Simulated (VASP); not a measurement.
Runs of VASP 6.6.1 on AlNi2. The structure is trigonal, space group P-3m1 (No. 164). The conventional cell has a = 3.974 Å, b = 3.974 Å, c = 4.904 Å, α = 90.00°, β = 90.00°, γ = 120.00°. Within 3.1 Å of Al (site symmetry 3m) lie 11 Ni at 2.37 to 2.75 Å and 3 Al at 2.96 Å. Ni (site symmetry 3m) has 5 Al at 2.37 to 2.48 Å and 9 Ni at 2.47 to 2.93 Å within 3.1 Å. Ni (site symmetry -3m) has 8 Ni at 2.45 to 2.47 Å and 6 Al at 2.75 Å within 3.2 Å. Ni (site symmetry -3m) has 8 Ni at 2.45 to 2.77 Å and 6 Al at 2.48 Å within 3.2 Å. 

```tsv
k mesh	cutoff (eV)	smearing	gap on the mesh (eV)	pressure (GPa)	largest force (eV/Å)
12 × 12 × 8	520	methfessel-paxton 0.5 eV	none	(a)	0.09
12 × 12 × 8	520	tetrahedron	none	0.2	0.07
12 × 12 × 8	520	methfessel-paxton 0.3 eV	none	0.2	0.07
12 × 12 × 6, shifted	520	gaussian 0.1 eV	none	0.3	0.06
12 × 12 × 6, shifted	500	gaussian 0.1 eV	none	0.2	0.06
```

Alike in all rows: task single point; level PBEsol; potentials or basis VASP PAW PBE potentials, release 64 (Al, Ni); no spin polarisation; cell as given.

Problem. Estimate the missing entries.

Solution. (a) -0.2.

Caveats: the PAW data sets were made with another functional, which shifts forces and pressure a little; so wide a smearing shifts energies and pressures (at least some runs); tetrahedron occupations give inexact forces and stress in metals (at least some runs).

A gap of «none» marks levels without a gap at the run's occupations.
